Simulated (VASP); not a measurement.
# GaAs (F-43m) in VASP: notebook, part 2 of 3

VASP 6.6.1. The steps go on from the part before.

**4. Single point, BLYP+D3(BJ), non-collinear spin, typed start (22.14 Å³/atom)**

This run uses another cell than the first one, of 22.14 Å³/atom.

INCAR

```
SYSTEM = GaAs
  PREC = Accurate
  ENCUT = 520
  EDIFF = 1E-6
  ISMEAR = 0
  SIGMA = 0.15
  LREAL = .FALSE.
  LASPH = .TRUE.
  NELM = 150
  ALGO = Normal
  ISIF = 2
  LWAVE = .FALSE.
  LCHARG = .FALSE.
  LNONCOLLINEAR = .TRUE.
  MAGMOM = 0 0 0.5 0 0 0
  LORBIT = 11
  GGA = B5
  ALDAX = 1.0
  AGGAX = 1.0
  AGGAC = 1.0
  ALDAC = 0.0
  IVDW = 12
  VDW_S6 = 1.0
  VDW_S8 = 2.6996
  VDW_A1 = 0.4298
  VDW_A2 = 4.2359
  NBANDS = 30
```

KPOINTS

```
Automatic mesh
0
G
  6 6 6
  0 0 0
```

POSCAR

```
GaAs
1.0
    0.0000000000      2.8078772807      2.8078772807
    2.8078772807      0.0000000000      2.8078772807
    2.8078772807      2.8078772807      0.0000000000
As Ga
1 1
Direct
    0.7500000000      0.7500000000      0.7500000000
    0.0000000000      0.0000000000      0.0000000000
```

Potentials or basis: VASP PAW PBE potentials, release 64 (As, Ga_d).

Run with:

```console
$ cat potpaw_PBE.64/As/POTCAR potpaw_PBE.64/Ga_d/POTCAR > POTCAR
$ mpirun -np 1 vasp_ncl > vasp.out
```

OUTCAR:

```text
SYSTEM = GaAs
   PREC = Accurate
   ENCUT = 520
   EDIFF = 1E-6
   ISMEAR = 0
   LREAL = .FALSE.
   LASPH = .TRUE.
   NELM = 150
   ISIF = 2
   LNONCOLLINEAR = .TRUE.
   LORBIT = 11
   GGA = B5
   IVDW = 12
 IVDW          = 12

 ion  position               nearest neighbor table
   1  0.750  0.750  0.750-   2 2.43   2 2.43   2 2.43   2 2.43
   2  0.000  0.000  0.000-   1 2.43   1 2.43   1 2.43   1 2.43

  LATTYP: Found a face centered cubic cell.
 ALAT       =     5.6157545614

  Lattice vectors:

 A1 = (   0.0000000000,   2.8078772807,   2.8078772807)
 A2 = (   2.8078772807,   0.0000000000,   2.8078772807)
 A3 = (   2.8078772807,   2.8078772807,   0.0000000000)

Analysis of symmetry for initial positions (statically):
=====================================================================
 Subroutine PRICEL returns:
 Original cell was already a primitive cell.

 Routine SETGRP: Setting up the symmetry group for a
 face centered cubic supercell.

 Subroutine GETGRP returns: Found 24 space group operations
 (whereof 24 operations were pure point group operations)
 out of a pool of 48 trial point group operations.

The static configuration has the point symmetry T_d .

Analysis of symmetry for dynamics (positions and initial velocities):
=====================================================================
 Subroutine PRICEL returns:
 Original cell was already a primitive cell.

 Routine SETGRP: Setting up the symmetry group for a
 face centered cubic supercell.

 Subroutine GETGRP returns: Found 24 space group operations
 (whereof 24 operations were pure point group operations)
 out of a pool of 48 trial point group operations.

The dynamic configuration has the point symmetry T_d .

Analysis of structural, dynamic, and magnetic symmetry:
=====================================================================
 Subroutine PRICEL returns:
 Original cell was already a primitive cell.

 Routine SETGRP: Setting up the symmetry group for a
 face centered cubic supercell.

 Subroutine GETGRP returns: Found  4 space group operations
 (whereof  4 operations were pure point group operations)
 out of a pool of 48 trial point group operations.

The overall configuration has the point symmetry S_4 .

 Subroutine INISYM returns: Found  4 space group operations
 (whereof  4 operations are pure point group operations),
 and found     1 'primitive' translations

----------------------------------------------------------------------------------------

                                     Primitive cell

  volume of cell :      44.2756

  direct lattice vectors                    reciprocal lattice vectors
     0.000000000  2.807877281  2.807877281    -0.178070460  0.178070460  0.178070460
     2.807877281  0.000000000  2.807877281     0.178070460 -0.178070460  0.178070460
     2.807877281  2.807877281  0.000000000     0.178070460  0.178070460 -0.178070460

  length of vectors
     3.970938132  3.970938132  3.970938132     0.308427085  0.308427085  0.308427085

  position of ions in fractional coordinates (direct lattice)
     0.750000000  0.750000000  0.750000000
     0.000000000  0.000000000  0.000000000

  ion indices of the primitive-cell ions
   primitive index   ion index
[... 79 lines left out ...]
   NFREE  =      0    steps in history (QN), initial steepest desc. (CG)
   ISIF   =      2    stress and relaxation
   ISYM   =      2    0-nonsym 1-usesym 2-fastsym
   POTIM  = 0.5000    time-step for ionic-motion
   TEBEG  =    0.0;   TEEND  =   0.0 temperature during run
   PSTRESS=    0.0 pullay stress
   NELECT =      18.0000    total number of electrons
   NUPDOWN=      -1.0000    fix difference up-down
   EMIN   =  10.00;   EMAX   =-10.00  energy-range for DOS
   EFERMI =   0.00;   METHOD = LEGACY
   ISMEAR =     0;   SIGMA  =   0.15  broadening in eV -4-tet -1-fermi 0-gaus
   EFERMI_NEDOS =   21; number of points for ismear=-14 and -15
   IALGO  =     38    algorithm
   IMIX   =      4    mixing-type and parameters
     AMIX     =   0.40;   BMIX     =  1.00
     AMIX_MAG =   1.60;   BMIX_MAG =  1.00
  volume/ion in A,a.u.               =      22.14       149.39
  Fermi-wavevector in a.u.,A,eV,Ry     =   1.212767  2.291798 20.011517  1.470805
  Thomas-Fermi vector in A             =   2.348241
   LORBIT       =     11    0 simple, 1 ext, 2 COOP (PROOUT), +10 PAW based schemes
   GGA     = B5    functional components
   LHFCALC =     F    Hartree Fock is set to
   AEXX    =    0.0000 exact exchange contribution
   IVDW    =    12    specifies the selected vdW correction
   LEPSILON=     F    determine dielectric tensor
   LRPA    =     F    only Hartree local field effects (RPA)
 Gauss-broadening in eV      SIGMA  =   0.15
  energy-cutoff  :      520.00
  volume of cell :       44.28
 maximum number of plane-waves:      2486
 NGX is ok and might be reduce to    30
   NGX = 15   NGY = 15   NGZ = 15

 number of electron      18.0000010 magnetization       0.0000000      0.0000000      0.0012243

 number of electron      18.0000010 magnetization      -0.0000000     -0.0000000     -0.0013489

 number of electron      18.0000010 magnetization      -0.0000000     -0.0000000      0.0000436

 number of electron      18.0000010 magnetization       0.0000000     -0.0000000      0.0000401

 Free energy of the ion-electron system (eV)
  ---------------------------------------------------
  ext. energy  EPLUGINS =         0.00000000
  ---------------------------------------------------
  free energy    TOTEN  =        -6.84046213 eV

  energy without entropy =       -6.84041542  energy(sigma->0) =       -6.84043878

 E-fermi :   4.8503     XC(G=0):  -9.1006

 val. band max:        4.5555918888   @ k =   0.0000   0.0000   0.0000
 cond. band min:       5.1048937534   @ k =   0.0000   0.0000   0.0000
 fundamental gap:      0.5493018646
 Fermi energy:         4.8502894866

 k-point     1 :       0.0000    0.0000    0.0000
  band No.  band energies     occupation
      1     -10.3797      1.00000
      2     -10.3797      1.00000
      3     -10.3797      1.00000
      4     -10.3797      1.00000
      5     -10.3797      1.00000
      6     -10.3797      1.00000
[... 781 lines left out ...]
     29      14.7980      0.00000
     30      14.7980      0.00000

 [... further k-points ...]

------------------------ aborting loop because EDIFF is reached ----------------------------------------

 Edisp (eV)   -1.52567

 E8    (eV) :    -1.1335

  FORCE on cell =-STRESS in cart. coord.  units (eV):
  Direction    XX          YY          ZZ          XY          YZ          ZX
  --------------------------------------------------------------------------------------
  -------------------------------------------------------------------------------------
  Total       0.78344     0.78344     0.78345    -0.00000    -0.00000    -0.00000
  in kB      28.35004    28.35004    28.35014    -0.00000    -0.00000    -0.00000
  external pressure =       28.35 kB  Pullay stress =        0.00 kB

 VOLUME and BASIS-vectors are now :
 -----------------------------------------------------------------------------
  energy-cutoff  :      520.00
  volume of cell :       44.28
      direct lattice vectors                 reciprocal lattice vectors
     0.000000000  2.807877281  2.807877281    -0.178070460  0.178070460  0.178070460
     2.807877281  0.000000000  2.807877281     0.178070460 -0.178070460  0.178070460
     2.807877281  2.807877281  0.000000000     0.178070460  0.178070460 -0.178070460

 POSITION                                       TOTAL-FORCE (eV/Angst)
 -----------------------------------------------------------------------------------
      4.21182      4.21182      4.21182         0.000000      0.000000      0.000000
      0.00000      0.00000      0.00000        -0.000000     -0.000000     -0.000000
 -----------------------------------------------------------------------------------
    total drift:                               -0.000000     -0.000000     -0.000000

  FREE ENERGIE OF THE ION-ELECTRON SYSTEM (eV)
  ---------------------------------------------------
  free  energy   TOTEN  =        -8.3661345865 eV

  energy  without entropy=       -8.3660878766  energy(sigma->0) =       -8.36611123

 total charge

# of ion       s       p       d       tot
------------------------------------------
    1        1.217   1.638   0.032   2.888
    2        0.891   0.822  10.000  11.713
--------------------------------------------------
tot          2.108   2.460  10.033  14.601

 magnetization (x)

# of ion       s       p       d       tot
------------------------------------------
    1        0.000   0.000   0.000   0.000
    2        0.000   0.000   0.000   0.000
--------------------------------------------------
tot          0.000   0.000   0.000   0.000

 magnetization (y)

# of ion       s       p       d       tot
------------------------------------------
    1        0.000   0.000   0.000   0.000
    2        0.000   0.000   0.000   0.000
--------------------------------------------------
tot          0.000   0.000   0.000   0.000

 magnetization (z)

# of ion       s       p       d       tot
------------------------------------------
    1        0.000   0.000   0.000   0.000
    2       -0.000  -0.000   0.000  -0.000
--------------------------------------------------
tot          0.000   0.000   0.000   0.000
```

OSZICAR:

```text
N       E                     dE             d eps       ncg     rms          rms(c)
DAV:   1     0.135187452359E+03    0.13519E+03   -0.83321E+03  3836   0.170E+03
DAV:   2     0.108759430976E+02   -0.12431E+03   -0.11749E+03  3688   0.448E+02
DAV:   3    -0.642692071494E+01   -0.17303E+02   -0.17085E+02  4074   0.117E+02
DAV:   4    -0.702971109147E+01   -0.60279E+00   -0.60158E+00  4142   0.235E+01
DAV:   5    -0.704009854214E+01   -0.10387E-01   -0.10386E-01  3966   0.307E+00    0.321E+00
DAV:   6    -0.686687010389E+01    0.17323E+00   -0.25784E-01  5098   0.962E+00    0.173E+00
DAV:   7    -0.683972949927E+01    0.27141E-01   -0.13026E-01  3840   0.244E+00    0.746E-01
DAV:   8    -0.684106918799E+01   -0.13397E-02   -0.15717E-02  3936   0.158E+00    0.385E-01
DAV:   9    -0.684099644597E+01    0.72742E-04   -0.23019E-03  3990   0.391E-01    0.128E-01
DAV:  10    -0.684041243461E+01    0.58401E-03   -0.24070E-04  4458   0.238E-01    0.716E-02
DAV:  11    -0.684043944057E+01   -0.27006E-04   -0.30370E-05  4284   0.672E-02    0.229E-02
DAV:  12    -0.684045849209E+01   -0.19052E-04   -0.14413E-05  3812   0.311E-02    0.104E-02
DAV:  13    -0.684046204657E+01   -0.35545E-05   -0.31130E-06  3502   0.148E-02    0.293E-03
DAV:  14    -0.684046213476E+01   -0.88193E-07   -0.16074E-07  2646   0.439E-03
   1 F= -.83661346E+01 E0= -.83661112E+01  d E =-.467100E-04  mag=    -0.0000    -0.0000    -0.0000
```

stdout:

```text
POSCAR found type information on POSCAR AsGa
 POSCAR found :  2 types and       2 ions
 scaLAPACK will be used
 -----------------------------------------------------------------------------
|                                                                             |
|                                                                             |
|     You enforced a specific xc type in the INCAR file but a different       |
|     I HOPE YOU KNOW WHAT YOU ARE DOING!                                     |
|                                                                             |
 -----------------------------------------------------------------------------

 LDA part: xc-table for (Slater(with rela. corr.)+VWN5), standard interpolation
 POSCAR, INCAR and KPOINTS ok, starting setup
 FFT: planning ... GRIDC
 FFT: planning ... GRID_SOFT
 FFT: planning ... GRID
 WAVECAR not read
 entering main loop
```

Run time: 88 s. Hardware: 1 thread of Intel Xeon 6975P-C (Granite Rapids), shared host; peak memory 0.36 GiB.

Results:

```
Free energy                                           : -8.3661 eV
Pressure                                              : 2.8 GPa
Band gap on the k mesh                                : 0.55 eV
Net moment                                            : 0.00 μB per cell
Valence electrons inside the program's atomic spheres : As 2.89; Ga 11.71
Dispersion energy per atom                            : -0.763 eV
```

Moments on the atoms (μB; x, y, z):
```
As  0.00 0.00 0.00
Ga  0.00 0.00 0.00
```

Caveat: the PAW data sets were made with another functional, which shifts forces and pressure a little.

**5. Single point, BLYP+D3(BJ), non-collinear spin, typed start (22.59 Å³/atom)**

This run uses another cell than the first one, of 22.59 Å³/atom.

INCAR

```
SYSTEM = GaAs
PREC = Accurate
ENCUT = 520
EDIFF = 1E-6
ISMEAR = 0
SIGMA = 0.15
LREAL = .FALSE.
LASPH = .TRUE.
NELM = 150
ALGO = Normal
ISIF = 2
LWAVE = .FALSE.
LCHARG = .FALSE.
LNONCOLLINEAR = .TRUE.
MAGMOM = 0 0 0.5 0 0 0
LORBIT = 11
GGA = B5
ALDAX = 1.0
AGGAX = 1.0
AGGAC = 1.0
ALDAC = 0.0
IVDW = 12
VDW_S6 = 1.0
VDW_S8 = 2.6996
VDW_A1 = 0.4298
VDW_A2 = 4.2359
NBANDS = 30
```

KPOINTS is that of step 4.

POSCAR

```
GaAs
1.0
    0.0000000000      2.8268500000      2.8268500000
    2.8268500000      0.0000000000      2.8268500000
    2.8268500000      2.8268500000      0.0000000000
As Ga
1 1
Direct
    0.7500000000      0.7500000000      0.7500000000
    0.0000000000      0.0000000000      0.0000000000
```

Run with:

```console
$ cat potpaw_PBE.64/As/POTCAR potpaw_PBE.64/Ga_d/POTCAR > POTCAR
$ mpirun -np 1 vasp_ncl > vasp.out
```

Run time: 82 s. Hardware: 1 thread of Intel Xeon 6975P-C (Granite Rapids), shared host; peak memory 0.35 GiB.

The run converged. Its results:

| Item | Value |
| --- | --- |
| Free energy | -8.3778 eV |
| Pressure | 1.3 GPa |
| Band gap on the k mesh | 0.39 eV |
| Net moment | 0.00 μB per cell |
| Valence electrons inside the program's atomic spheres | As 2.87; Ga 11.69 |
| Dispersion energy per atom | -0.746 eV |

Levels at points of the mesh, in eV from the valence-band top:
| k point | band 14 | band 15 | band 16 | band 17 | band 18 | band 19 | band 20 | band 21 | band 22 | band 23 |
| --- | --- | --- | --- | --- | --- | --- | --- | --- | --- | --- |
| (0.00, 0.00, 0.00) | 0.00 | 0.00 | 0.00 | 0.00 | 0.00 | 0.39 | 0.39 | 3.75 | 3.75 | 3.75 |
| (0.50, 0.00, 0.00) | -6.62 | -1.14 | -1.14 | -1.14 | -1.14 | 0.99 | 0.99 | 4.70 | 4.70 | 4.70 |
| (0.50, 0.50, 0.00) | -6.84 | -2.65 | -2.65 | -2.65 | -2.65 | 1.62 | 1.62 | 1.74 | 1.74 | 10.09 |
| (0.00, 0.50, 0.50) | -6.84 | -2.65 | -2.65 | -2.65 | -2.65 | 1.62 | 1.62 | 1.74 | 1.74 | 10.09 |

Moments on the atoms (μB; x, y, z):
```
As  0.00 0.00 0.00
Ga  0.00 0.00 0.00
```

Caveat: the PAW data sets were made with another functional, which shifts forces and pressure a little.

(Part 2 of 3 ends here.)
